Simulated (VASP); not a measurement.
# NaAg3 (Pmm2) in VASP: single point with LDA

Aim: the single point of NaAg3 with LDA.

Program: VASP 6.6.1. These are calculated values, not measurements. Logs are shortened: lines on timing, memory, paths and dates and some standing lists are left out, and cuts for length are marked.

## 1. The cell of the first run

It takes space group Pmm2 (No. 25, orthorhombic). Conventional cell: a = 4.244 Å, b = 4.244 Å, c = 4.244 Å, α = 90.00°, β = 90.00°, γ = 90.00°. Na (site symmetry mm2) has 12 Ag at 2.96 to 3.05 Å within 3.9 Å. Ag (site symmetry mm2) has 4 Na at 2.96 to 3.05 Å and 8 Ag at 2.96 to 3.05 Å within 3.9 Å. Ag (site symmetry mm2) has 4 Na at 3.00 Å and 8 Ag at 3.00 Å within 4.0 Å. Within 3.9 Å of Ag (site symmetry mm2) lie 8 Ag at 2.96 to 3.05 Å and 4 Na at 3.00 Å.

## 2. Single point, LDA

INCAR reads:

```
SYSTEM = NaAg3
ALGO = Normal
EDIFF = 1E-6
ENCUT = 520
ISIF = 2
ISMEAR = -1
LASPH = .TRUE.
LCHARG = .FALSE.
LREAL = .FALSE.
LWAVE = .FALSE.
NBANDS = 28
NELM = 60
PREC = Accurate
SIGMA = 0.01
```

KPOINTS reads:

```
k-points
0
G
  4 4 4
  0 0 0
```

POSCAR reads:

```
NaAg3
1.0
    4.2441940000      0.0000000000      0.0000000000
    0.0000000000      4.2441940000      0.0000000000
    0.0000000000      0.0000000000      4.2441940000
Na Ag
1 3
Direct
    0.0000000000      0.0000000000      0.0000000000
    0.0000000000      0.5000000000      0.5150000000
    0.5000000000      0.0000000000      0.5000000000
    0.5000000000      0.5000000000      0.0000000000
```

Potentials or basis: VASP PAW LDA potentials, release 64 (Na_pv, Ag).

Run with:

```
cat potpaw_LDA.64/Na_pv/POTCAR potpaw_LDA.64/Ag/POTCAR > POTCAR
mpirun -np 1 vasp_std > vasp.out
```

OUTCAR:

```text
SYSTEM = NaAg3
   EDIFF = 1E-6
   ENCUT = 520
   ISIF = 2
   ISMEAR = -1
   LASPH = .TRUE.
   LREAL = .FALSE.
   NELM = 60
   PREC = Accurate

 ion  position               nearest neighbor table
   1  0.000  0.000  0.000-   2 2.96   2 2.96   4 3.00   3 3.00   3 3.00   4 3.00   3 3.00   4 3.00
                             3 3.00   4 3.00   2 3.05   2 3.05
   2  0.000  0.500  0.515-   1 2.96   4 2.96   1 2.96   4 2.96   3 3.00   3 3.00   3 3.00   3 3.00
                             1 3.05   4 3.05   4 3.05   1 3.05
   3  0.500  0.000  0.500-   1 3.00   4 3.00   1 3.00   4 3.00   4 3.00   4 3.00   1 3.00   1 3.00
                             2 3.00   2 3.00   2 3.00   2 3.00
   4  0.500  0.500  0.000-   2 2.96   2 2.96   3 3.00   3 3.00   1 3.00   3 3.00   3 3.00   1 3.00
                             1 3.00   1 3.00   2 3.05   2 3.05

  LATTYP: Found a simple cubic cell.
 ALAT       =     4.2441940000

  Lattice vectors:

 A1 = (   4.2441940000,   0.0000000000,   0.0000000000)
 A2 = (   0.0000000000,   4.2441940000,   0.0000000000)
 A3 = (   0.0000000000,   0.0000000000,   4.2441940000)

Analysis of symmetry for initial positions (statically):
=====================================================================
 Subroutine PRICEL returns:
 Original cell was already a primitive cell.

 Routine SETGRP: Setting up the symmetry group for a
 simple cubic supercell.

 Subroutine GETGRP returns: Found  4 space group operations
 (whereof  4 operations were pure point group operations)
 out of a pool of 48 trial point group operations.

The static configuration has the point symmetry C_2v.

Analysis of symmetry for dynamics (positions and initial velocities):
=====================================================================
 Subroutine PRICEL returns:
 Original cell was already a primitive cell.

 Routine SETGRP: Setting up the symmetry group for a
 simple cubic supercell.

 Subroutine GETGRP returns: Found  4 space group operations
 (whereof  4 operations were pure point group operations)
 out of a pool of 48 trial point group operations.

The dynamic configuration has the point symmetry C_2v.

 Subroutine INISYM returns: Found  4 space group operations
 (whereof  4 operations are pure point group operations),
 and found     1 'primitive' translations

----------------------------------------------------------------------------------------

                                     Primitive cell

  volume of cell :      76.4514

  direct lattice vectors                    reciprocal lattice vectors
[... 93 lines left out ...]
   EDIFFG = 0.1E-04   stopping-criterion for IOM
   NSW    =      0    number of steps for IOM
   IBRION =     -1    ionic relax: 0-MD 1-quasi-New 2-CG
   NFREE  =      0    steps in history (QN), initial steepest desc. (CG)
   ISIF   =      2    stress and relaxation
   ISYM   =      2    0-nonsym 1-usesym 2-fastsym
   POTIM  = 0.5000    time-step for ionic-motion
   TEBEG  =    0.0;   TEEND  =   0.0 temperature during run
   PSTRESS=    0.0 pullay stress
   NELECT =      40.0000    total number of electrons
   NUPDOWN=      -1.0000    fix difference up-down
   EMIN   =  10.00;   EMAX   =-10.00  energy-range for DOS
   EFERMI =   0.00;   METHOD = LEGACY
   ISMEAR =    -1;   SIGMA  =   0.01  broadening in eV -4-tet -1-fermi 0-gaus
   EFERMI_NEDOS =   21; number of points for ismear=-14 and -15
   IALGO  =     38    algorithm
   IMIX   =      4    mixing-type and parameters
     AMIX     =   0.40;   BMIX     =  1.00
     AMIX_MAG =   1.60;   BMIX_MAG =  1.00
  volume/ion in A,a.u.               =      19.11       128.98
  Fermi-wavevector in a.u.,A,eV,Ry     =   1.319166  2.492863 23.676860  1.740200
  Thomas-Fermi vector in A             =   2.449084
   LORBIT       =      0    0 simple, 1 ext, 2 COOP (PROOUT), +10 PAW based schemes
   GGA     = CA    functional components
   LHFCALC =     F    Hartree Fock is set to
   AEXX    =    0.0000 exact exchange contribution
   IVDW    =     0    specifies the selected vdW correction
   LEPSILON=     F    determine dielectric tensor
   LRPA    =     F    only Hartree local field effects (RPA)
 non-spin polarized calculation
  energy-cutoff  :      520.00
  volume of cell :       76.45
 maximum number of plane-waves:      2103
   NGX = 15   NGY = 15   NGZ = 15

 number of electron      39.9999984 magnetization

 Free energy of the ion-electron system (eV)
  ---------------------------------------------------
  ext. energy  EPLUGINS =         0.00000000
  ---------------------------------------------------
  free energy    TOTEN  =       -12.24847820 eV

  energy without entropy =      -12.24468736  energy(sigma->0) =      -12.24658278

 E-fermi :   5.5817     XC(G=0): -11.1782

 val. band max:        5.5775959184   @ k =   0.2500   0.2500   0.0000
 cond. band min:       5.5842018886   @ k =   0.5000   0.5000   0.2500
 fundamental gap:      0.0066059702
 Fermi energy:         5.5817359638

 k-point     1 :       0.0000    0.0000    0.0000
  band No.  band energies     occupation
      1     -17.9465      2.00000
      2     -17.9464      2.00000
      3     -17.9461      2.00000
      4      -1.0947      2.00000
      5      -0.1980      2.00000
      6       0.0527      2.00000
[... 733 lines left out ...]
     27      18.1448      0.00000
     28      18.1786      0.00000

 [... further k-points ...]

------------------------ aborting loop because EDIFF is reached ----------------------------------------

  FORCE on cell =-STRESS in cart. coord.  units (eV):
  Direction    XX          YY          ZZ          XY          YZ          ZX
  --------------------------------------------------------------------------------------
  -------------------------------------------------------------------------------------
  Total       -3.5974776     -3.5838691     -3.5725719      0.0000000      0.0000000      0.0000000
  in kB      -75.3916068    -75.1064157    -74.8696635      0.0000000      0.0000000      0.0000000
  external PRESSURE =     -75.1225620 kB  Pullay stress =       0.0000000 kB

 VOLUME and BASIS-vectors are now :
 -----------------------------------------------------------------------------
  energy-cutoff  :      520.00
  volume of cell :       76.45
      direct lattice vectors                 reciprocal lattice vectors
     4.244194000  0.000000000  0.000000000     0.235615997  0.000000000  0.000000000
     0.000000000  4.244194000  0.000000000     0.000000000  0.235615997  0.000000000
     0.000000000  0.000000000  4.244194000     0.000000000  0.000000000  0.235615997

 POSITION                                       TOTAL-FORCE (eV/Angst)
 -----------------------------------------------------------------------------------
      0.00000      0.00000      0.00000         0.000000      0.000000      0.090639
      0.00000      2.12210      2.18576         0.000000      0.000000     -0.165298
      2.12210      0.00000      2.12210         0.000000      0.000000      0.024153
      2.12210      2.12210      0.00000         0.000000      0.000000      0.050506
 -----------------------------------------------------------------------------------
    total drift:                                0.000000     -0.000000     -0.000086

  FREE ENERGIE OF THE ION-ELECTRON SYSTEM (eV)
  ---------------------------------------------------
  free  energy   TOTEN  =       -12.2484781967 eV

  energy  without entropy=      -12.2446873561  energy(sigma->0) =      -12.24658278
```

OSZICAR:

```text
N       E                     dE             d eps       ncg     rms          rms(c)
DAV:   1     0.301403763337E+03    0.30140E+03   -0.20190E+04  1528   0.151E+03
DAV:   2    -0.867330912368E+00   -0.30227E+03   -0.28897E+03  1540   0.366E+02
DAV:   3    -0.131164217987E+02   -0.12249E+02   -0.12129E+02  1680   0.797E+01
DAV:   4    -0.132475534295E+02   -0.13113E+00   -0.13099E+00  1712   0.785E+00
DAV:   5    -0.132502436243E+02   -0.26902E-02   -0.26901E-02  1664   0.109E+00    0.665E+00
DAV:   6    -0.122834754078E+02    0.96677E+00   -0.38259E+00  1616   0.149E+01    0.414E+00
DAV:   7    -0.122624828022E+02    0.20993E-01   -0.65809E-02  1644   0.188E+00    0.230E+00
DAV:   8    -0.122486273740E+02    0.13855E-01   -0.26748E-03  1840   0.431E-01    0.100E-01
DAV:   9    -0.122484763161E+02    0.15106E-03   -0.33300E-04  1744   0.150E-01    0.260E-02
DAV:  10    -0.122484773782E+02   -0.10621E-05   -0.29682E-05  1652   0.444E-02    0.119E-02
DAV:  11    -0.122484781967E+02   -0.81849E-06   -0.12032E-06  1236   0.912E-03
   1 F= -.12248478E+02 E0= -.12246583E+02  d E =-.379084E-02
```

stdout:

```text
POSCAR found type information on POSCAR NaAg
 POSCAR found :  2 types and       4 ions
 scaLAPACK will be used
 LDA part: xc-table for (Slater(with rela. corr.)+CA(PZ))
 , standard interpolation
 POSCAR, INCAR and KPOINTS ok, starting setup
 FFT: planning ... GRIDC
 FFT: planning ... GRID_SOFT
 FFT: planning ... GRID
 WAVECAR not read
 entering main loop
```

Run time: 44 s. Hardware: 1 thread of Intel Xeon Platinum 8375C at 2.90GHz (Ice Lake), shared host; peak memory 0.18 GiB.

What came out:

```
Free energy            : -12.2485 eV
Pressure               : -7.5 GPa
Largest force          : 0.165 eV/Å
Band gap on the k mesh : zero (bands 20 and 21 overlap by 2.56 eV)
```

Forces in eV/Å, atoms in the order of the input:
```
Na   0.000  0.000  0.091
Ag   0.000  0.000 -0.165
Ag   0.000  0.000  0.024
Ag   0.000  0.000  0.051
```

Caveat: the k points lie up to 0.37 Å⁻¹ apart, too coarse for converged energies and pressures of a metal.
